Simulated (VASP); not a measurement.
Write the native input for VASP 6.6.1 that does the following.

```yaml
Task: single point
Functional: PBEsol
Potentials_or_basis: VASP PAW PBE potentials, release 64 (S)
Cutoff: 520 eV
k_mesh: 13 × 13 × 13
Occupations: fermi-dirac, width 0.05 eV
Spin: no spin polarisation
Dipole_correction: no
Further_INCAR_settings: ALGO = Normal; EDIFF = 1e-07; NBANDS = 13
```

The structure of S lies in POSCAR:

```
S
1.0
    0.0000000000      2.7628645464      2.7628645464
    2.7628645464      0.0000000000      2.7628645464
    2.7628645464      2.7628645464      0.0000000000
S
2
Direct
   -0.1250000000     -0.1250000000     -0.1250000000
    0.1250000000      0.1250000000      0.1250000000
```

This cell differs from its parent crystal: volume scaled by 0.92.

One way to write it, as run:

INCAR

```
PREC = Accurate ; ENCUT = 520
EDIFF = 1E-7 ; ISMEAR = -1
SIGMA = 0.05 ; LREAL = False
LASPH = True ; NELM = 100
ALGO = Normal ; ISIF = 2
LWAVE = False ; LCHARG = False
GGA = PS ; NBANDS = 13
```

KPOINTS

```
regular mesh
0
Gamma
  13 13 13
```

Potentials or basis: VASP PAW PBE potentials, release 64 (S).

Launch:

```console
$ cat potpaw_PBE.64/S/POTCAR > POTCAR
$ mpirun -np 1 vasp_std > vasp.out
```

Results of the run:

| Item | Value |
| --- | --- |
| Pressure | 4.7 GPa |
| Band gap on the k mesh | zero (band 6 reaches 5.38 eV, above the bottom of band 7 at 3.73 eV) |

Caveat: the PAW data sets were made with another functional, which shifts forces and pressure a little.

Run time: 20 s on 1 thread of AMD EPYC 9R45 96-Core Processor (Zen 5), on a shared host, peak memory 0.15 GiB.
